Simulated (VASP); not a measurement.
Input of a VASP 6.6.1 run:

INCAR

```
  ALGO = Normal
  EDIFF = 1E-6
  ENCUT = 520
  GGA = PE
  ISIF = 2
  ISMEAR = 0
  LASPH = True
  LCHARG = False
  LREAL = False
  LWAVE = False
  NBANDS = 9
  NELM = 60
  PREC = Accurate
  SIGMA = 0.02
```

The input KPOINTS:

```
k-points
0
Gamma
  10 10 10
```

Contents of POSCAR:

```
LiH
1.0
    0.0000000000      2.0033988188      2.0033988188
    2.0033988188      0.0000000000      2.0033988188
    2.0033988188      2.0033988188      0.0000000000
Li H
1 1
Direct
    0.0000000000      0.0000000000      0.0000000000
    0.5000000000      0.5000000000      0.5000000000
```

Potentials or basis: VASP PAW PBE potentials, release 64 (Li_sv, H).

Launch:

```bash
$ cat potpaw_PBE.64/Li_sv/POTCAR potpaw_PBE.64/H/POTCAR > POTCAR
$ mpirun -np 1 vasp_std > vasp.out
```

Task: Estimate the band gap on the k mesh.

Result: 2.98 eV, direct.

 A hybrid or GW would open this gap; PBE tends to underestimate it.
